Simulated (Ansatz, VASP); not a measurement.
# Two plane-wave programs on Al

File INCAR:

```
SYSTEM = Al
PREC = Accurate
ENCUT = 600
EDIFF = 1E-6
ISMEAR = -1
SIGMA = 0.1
LREAL = .False.
LASPH = .True.
NELM = 80
ALGO = Normal
ISIF = 3
LWAVE = .False.
LCHARG = .False.
GGA = PE
IBRION = 2
NSW = 80
EDIFFG = -0.01
```

Contents of KPOINTS:

```
regular mesh
0
Gamma
  5 5 5
  0 0 0
```

Contents of POSCAR:

```
Al
1.0
    5.1021510852      0.0000000000      0.0000000000
    0.0000000000      5.1021510852      0.0000000000
    0.0000000000      0.0000000000      5.1021510852
Al
8
Direct
    0.0000000000      0.0000000000      0.0000000000
    0.5000000000      0.5000000000      0.5000000000
    0.2500000000      0.0000000000      0.5000000000
    0.7500000000      0.0000000000      0.5000000000
    0.5000000000      0.2500000000      0.0000000000
    0.5000000000      0.7500000000      0.0000000000
    0.0000000000      0.5000000000      0.2500000000
    0.0000000000      0.5000000000      0.7500000000
```

Input for Ansatz:

```yaml
crystal:
  lattice:
    - [5.1021510852, 0.0, 0.0]
    - [0.0, 5.1021510852, 0.0]
    - [0.0, 0.0, 5.1021510852]
  atoms:
    - { symbol: Al, position: [0.0, 0.0, 0.0] }
    - { symbol: Al, position: [0.5, 0.5, 0.5] }
    - { symbol: Al, position: [0.25, 0.0, 0.5] }
    - { symbol: Al, position: [0.75, 0.0, 0.5] }
    - { symbol: Al, position: [0.5, 0.25, 0.0] }
    - { symbol: Al, position: [0.5, 0.75, 0.0] }
    - { symbol: Al, position: [0.0, 0.5, 0.25] }
    - { symbol: Al, position: [0.0, 0.5, 0.75] }
hamiltonian:
  xc: pbe
  pseudopotentials:
    kind: paw
    azcp:
      Al: "pseudopotentials/Al.paw.azcp"
basis:
  ecutwfc: 420
  fft_grid_basis: typed
kpoints:
  mp_grid: { grid: [5, 5, 5], shift: [0, 0, 0] }
magnetization:
  spin_polarized: false
scf:
  occupations: { method: fermi_dirac, width: 0.1 }
relax:
  max_steps: 60
  f_tol: 0.01
  cell: {}
```

Alike in both runs: task relaxation of cell and atoms; functional PBE; k mesh 5 × 5 × 5; occupations fermi-dirac, width 0.1 eV; no spin polarisation.

|  | VASP | Ansatz |
| --- | --- | --- |
| version | VASP 6.6.1 | Ansatz 0.2.0 |
| potentials or method | VASP PAW PBE potentials, release 64 (Al), cutoff 600 eV | plane waves (420 eV) with PAW, scalar-relativistic |
| valence electrons in the cell | 24 | 24 |

|  | VASP | Ansatz | Ansatz less VASP |
| --- | --- | --- | --- |
| relaxed volume (Å³/atom) | 16.93 | 16.94 | +0.006 |
| relaxed cell length with the largest relative difference (Å) | 5.135 | 5.136 | +0.0006 |
